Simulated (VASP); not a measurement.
Here is a VASP 6.6.1 calculation.

File INCAR:

```
PREC = Accurate ; ENCUT = 520
EDIFF = 1E-6 ; ISMEAR = -1
SIGMA = 0.05 ; LREAL = False
LASPH = True ; NELM = 100
ALGO = Normal ; ISIF = 2
LWAVE = False ; LCHARG = False
GGA = PE ; NBANDS = 16
```

The input KPOINTS:

```
regular mesh
0
Gamma
  10 10 10
```

File POSCAR:

```
NbSb
1.0
    0.0000000000      3.1470348721      3.1470348721
    3.1470348721      0.0000000000      3.1470348721
    3.1470348721      3.1470348721      0.0000000000
Nb Sb
1 1
Direct
    0.0000000000      0.0000000000      0.0000000000
    0.2500000000      0.2500000000      0.2500000000
```

Potentials or basis: VASP PAW PBE potentials, release 64 (Nb_sv, Sb).

Run with:

```sh
$ cat potpaw_PBE.64/Nb_sv/POTCAR potpaw_PBE.64/Sb/POTCAR > POTCAR
$ mpirun -np 1 vasp_std > vasp.out
```

**Question.** Estimate the pressure.

**Answer.** -0.1 GPa.

**Question.** Estimate the band gap on the k mesh.

**Answer.** Zero (band 9 reaches 6.08 eV, above the bottom of band 10 at 5.77 eV).

Caveat: spin-orbit coupling is left out, which moves the levels of the heavy elements.
